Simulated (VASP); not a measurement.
# AlGeIr3 (Pm-3m) in VASP: notebook, part 2 of 2

VASP 6.6.1.

## Step 3: Single point, PBE

This run uses another cell than the first one, of 18.14 Å³/atom, 1.350 times its volume.

Contents of INCAR:

```
SYSTEM = AlGeIr3
PREC = Accurate
ENCUT = 520
EDIFF = 1E-6
ISMEAR = 0
SIGMA = 0.1
LREAL = .FALSE.
LASPH = .TRUE.
NELM = 80
ALGO = Fast
ISIF = 2
LWAVE = .FALSE.
LCHARG = .FALSE.
GGA = PE
NBANDS = 30
```

Contents of KPOINTS:

```
Automatic mesh
0
G
  4 4 4
  0 0 0
```

Contents of POSCAR:

```
AlGeIr3
1.0
    4.4930793976      0.0000000000      0.0000000000
    0.0000000000      4.4930793976      0.0000000000
    0.0000000000      0.0000000000      4.4930793976
Al Ge Ir
1 1 3
Direct
    0.5000000000      0.5000000000      0.5000000000
    0.0000000000      0.0000000000      0.0000000000
    0.5000000000      0.5000000000      0.0000000000
    0.5000000000      0.0000000000      0.5000000000
    0.0000000000      0.5000000000      0.5000000000
```

Potentials or basis: VASP PAW PBE potentials, release 64 (Al, Ge_d, Ir).

Command:

```bash
$ cat potpaw_PBE.64/Al/POTCAR potpaw_PBE.64/Ge_d/POTCAR potpaw_PBE.64/Ir/POTCAR > POTCAR
$ mpirun -np 1 vasp_std > vasp.out
```

OUTCAR:

```text
SYSTEM = AlGeIr3
   PREC = Accurate
   ENCUT = 520
   EDIFF = 1E-6
   ISMEAR = 0
   LREAL = .FALSE.
   LASPH = .TRUE.
   NELM = 80
   ISIF = 2
   GGA = PE

 ion  position               nearest neighbor table
   1  0.500  0.500  0.500-   3 2.25   4 2.25   5 2.25   3 2.25   4 2.25   5 2.25
   2  0.000  0.000  0.000-
   3  0.500  0.500  0.000-   1 2.25   1 2.25   5 3.18   4 3.18   4 3.18   5 3.18   4 3.18   4 3.18
                             5 3.18   5 3.18
   4  0.500  0.000  0.500-   1 2.25   1 2.25   5 3.18   3 3.18   3 3.18   3 3.18   5 3.18   3 3.18
                             5 3.18   5 3.18
   5  0.000  0.500  0.500-   1 2.25   1 2.25   4 3.18   3 3.18   4 3.18   3 3.18   3 3.18   4 3.18
[... 521 lines left out ...]
  Total        0.2351767      0.2351767      0.2351767     -0.0000000      0.0000000     -0.0000000
  in kB        4.1540576      4.1540576      4.1540576     -0.0000000      0.0000000     -0.0000000
  external PRESSURE =       4.1540576 kB  Pullay stress =       0.0000000 kB

 VOLUME and BASIS-vectors are now :
 -----------------------------------------------------------------------------
  energy-cutoff  :      520.00
  volume of cell :       90.71
      direct lattice vectors                 reciprocal lattice vectors
     4.493079398  0.000000000  0.000000000     0.222564507  0.000000000  0.000000000
     0.000000000  4.493079398  0.000000000     0.000000000  0.222564507  0.000000000
     0.000000000  0.000000000  4.493079398     0.000000000  0.000000000  0.222564507

 POSITION                                       TOTAL-FORCE (eV/Angst)
 -----------------------------------------------------------------------------------
      2.24654      2.24654      2.24654         0.000000      0.000000      0.000000
      0.00000      0.00000      0.00000         0.000000      0.000000      0.000000
      2.24654      2.24654      0.00000         0.000000      0.000000      0.000000
      2.24654      0.00000      2.24654         0.000000      0.000000      0.000000
      0.00000      2.24654      2.24654         0.000000      0.000000      0.000000
 -----------------------------------------------------------------------------------
    total drift:                                0.000000      0.000000      0.000000

  FREE ENERGIE OF THE ION-ELECTRON SYSTEM (eV)
  ---------------------------------------------------
  free  energy   TOTEN  =       -29.7030061649 eV

  energy  without entropy=      -29.6828557627  energy(sigma->0) =      -29.69293096
```

OSZICAR:

```text
N       E                     dE             d eps       ncg     rms          rms(c)
DAV:   1     0.439066446564E+03    0.43907E+03   -0.19262E+04   724   0.250E+03
DAV:   2     0.251343544357E+02   -0.41393E+03   -0.39368E+03   612   0.730E+02
DAV:   3    -0.285511835092E+02   -0.53686E+02   -0.51344E+02   706   0.165E+02
[... 15 lines left out ...]
RMM:  19    -0.297030199655E+02    0.14064E-04   -0.64112E-06   815   0.163E-02    0.306E-01
RMM:  20    -0.297030106767E+02    0.92888E-05   -0.74667E-06   883   0.198E-02    0.153E-01
RMM:  21    -0.297030082209E+02    0.24558E-05   -0.16467E-06   435   0.107E-02    0.959E-02
RMM:  22    -0.297030063413E+02    0.18796E-05   -0.30825E-06   556   0.134E-02    0.252E-02
RMM:  23    -0.297030061649E+02    0.17644E-06   -0.42002E-07   340   0.510E-03
   1 F= -.29703006E+02 E0= -.29692931E+02  d E =-.201504E-01
```

stdout:

```text
POSCAR found type information on POSCAR AlGeIr
 POSCAR found :  3 types and       5 ions
 scaLAPACK will be used
 LDA part: xc-table for (Slater+PW92), standard interpolation
 POSCAR, INCAR and KPOINTS ok, starting setup
 FFT: planning ... GRIDC
 FFT: planning ... GRID_SOFT
 FFT: planning ... GRID
 WAVECAR not read
 entering main loop
```

Run time: 91 s. Hardware: 1 thread of AMD EPYC 7R13, shared host; peak memory 0.19 GiB.

What came out:

```
Free energy            : -29.7030 eV
Pressure               : 0.4 GPa
Band gap on the k mesh : zero (band 22 reaches 6.42 eV, above the bottom of band 23 at 5.93 eV)
```

Caveat: spin-orbit coupling is left out, which moves the levels of the heavy elements.

## Step 4: Relaxation of cell and atoms, PBE

Contents of INCAR:

```
ALGO = Fast
EDIFF = 1E-7
EDIFFG = -0.04
ENCUT = 600
GGA = PE
IBRION = 2
ISIF = 3
ISMEAR = 0
LASPH = True
LCHARG = False
LREAL = False
LWAVE = False
NELM = 60
NSW = 90
PREC = Accurate
SIGMA = 0.1
```

Contents of KPOINTS:

```
k-points
0
Gamma
  4 4 4
```

POSCAR, as its differences from that of step 3:

```diff
@@ -2,5 +2,5 @@
 1.0
-    4.4930793976      0.0000000000      0.0000000000
-    0.0000000000      4.4930793976      0.0000000000
-    0.0000000000      0.0000000000      4.4930793976
+    4.0651960800      0.0000000000      0.0000000000
+    0.0000000000      4.0651960800      0.0000000000
+    0.0000000000      0.0000000000      4.0651960800
 Al Ge Ir
```

Command:

```bash
$ cat potpaw_PBE.64/Al/POTCAR potpaw_PBE.64/Ge_d/POTCAR potpaw_PBE.64/Ir/POTCAR > POTCAR
$ mpirun -np 1 vasp_std > vasp.out
```

It took 5.3 min on 1 thread of AMD EPYC 7R13, shared host; peak memory 0.17 GiB.

The run converged. Its results:

```yaml
Free_energy: -29.6979 eV
Relaxed_volume: 18.19 Å³/atom
Relaxed_cell: a = 4.497 Å, b = 4.497 Å, c = 4.497 Å, α = 90.00°, β = 90.00°, γ = 90.00°
Space_group_after_relaxing_to_0.05_Å: Pm-3m (No. 221)
Energy_gained_by_relaxing: 856.1 meV/atom
Ionic_steps: 5
Pressure_after_relaxing: 0.0 GPa
Band_gap_on_the_k_mesh: zero (band 22 reaches 6.38 eV, above the bottom of band 23 at 5.89 eV)
```

Step by step:
```
step  energy change (eV)  largest force (eV/Å)  pressure (GPa)  volume (Å³)
   1              0.0000                0.0000           77.11        67.18
   2              1.7798                0.0000          -19.55       151.70
   3             -4.2245                0.0000           -4.64        94.71
   4             -4.2727                0.0000           -1.78        92.33
   5             -4.2803                0.0000            0.01        90.97
```

Final structure:
```
Al Ge Ir
1.0
     4.49739    0.00000    0.00000
     0.00000    4.49739    0.00000
     0.00000    0.00000    4.49739
Al Ge Ir
1 1 3
Direct
  0.50000 0.50000 0.50000
  0.00000 0.00000 0.00000
  0.50000 0.50000 0.00000
  0.50000 0.00000 0.50000
  0.00000 0.50000 0.50000
```

Levels at points of the mesh, in eV from the Fermi level:
```tsv
k point	band 20	band 21	band 22	band 23	band 24	band 25
(0.00, 0.00, 0.00)	-0.98	-0.50	0.30	0.30	0.30	0.51
(0.50, 0.00, 0.00)	-1.26	-0.67	-0.39	0.30	2.87	3.13
(0.50, 0.50, 0.00)	-1.05	-0.59	-0.42	0.67	0.67	2.88
(0.50, 0.50, 0.50)	-0.56	-0.50	-0.50	0.25	0.25	0.25
```

Caveat: the k points lie up to 0.35 Å⁻¹ apart in the final cell; the volume moved by over 15 % at a fixed basis, so the end points are rough; spin-orbit coupling is left out, which moves the levels of the heavy elements.

## Step 5: Overview

| task | cell | cutoff (eV) | gap on the mesh (eV) | pressure (GPa) |
| --- | --- | --- | --- | --- |
| single point | a = 4.065 Å, 5 atoms | 520 | none | 77.0 |
| single point | a = 4.493 Å, 5 atoms | 520 | none | 0.4 |
| relaxation of cell and atoms | relaxed from a = 4.065 Å, 5 atoms | 600 | none | 0.0 |

Alike in all rows: level PBE; potentials or basis VASP PAW PBE potentials, release 64 (Al, Ge_d, Ir); no spin polarisation; k mesh 4 × 4 × 4; smearing gaussian 0.1 eV.

Caveats: some runs use coarse meshes; spin-orbit coupling is left out, which moves the levels of the heavy elements; the volume moved by over 15 % at a fixed basis, so the end points are rough (some runs).

Absolute energies hang on the potentials; compare differences alone.
